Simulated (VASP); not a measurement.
**Si3N: single point with PBE+D3(BJ)**

System: Si3N, a slab with vacuum.

```xyz
8
Lattice="3.8333 0.0000 0.0000 0.0000 5.4212 0.0000 0.0000 0.0000 22.4878" Properties=species:S:1:pos:R:3 pbc="T T T"
Si    1.9167    0.0000    4.0000
Si    0.0000    1.3553    4.0000
Si    0.0000    2.7316    5.8663
Si    1.9167    4.0448    5.8663
Si    1.9167    0.0466    7.6878
Si    0.0000    1.3087    7.6878
N     2.5556    2.7572   11.3878
N     2.5556    2.7572   12.4878
```

| Property | Result |
| --- | --- |
| Program | VASP 6.6.1 |
| Task | single point |
| Functional | PBE |
| Dispersion | D3(BJ) |
| Potentials or basis | VASP PAW PBE potentials, release 64 (Si, N) |
| Cutoff | 520 eV |
| k mesh | 7 × 5 × 1 |
| Occupations | gaussian, width 0.05 eV |
| Spin | no spin polarisation |

```yaml
Largest_force: 2.152 eV/Å
Band_gap_on_the_k_mesh: zero (bands 17 and 18 overlap by 0.28 eV)
Dispersion_energy_per_atom: -0.200 eV
```

Forces on the atoms (eV/Å):
```
Si   0.001  0.555 -0.056
Si  -0.001 -0.555 -0.054
Si   0.000 -0.078  0.002
Si   0.000  0.083  0.003
Si  -0.002  0.005  0.075
Si   0.004 -0.009  0.061
N   -0.005  0.000 -2.152
N    0.002  0.000  2.121
```

Levels at points of the mesh, in eV from the Fermi level:
```tsv
k point	band 13	band 14	band 15	band 16	band 17	band 18	band 19	band 20	band 21	band 22
(0.00, 0.00, 0.00)	-2.49	-1.21	-0.71	-0.40	-0.30	0.27	1.19	2.08	2.61	2.64
```

Run time: 6.4 min on 1 thread of Intel(R) Xeon(R) Platinum 8259CL CPU @ 2.50GHz (Skylake/Cascade Lake), on a shared host, peak memory 0.57 GiB.

Caveat: the standard files for N, O and F lose accuracy on very short bonds.
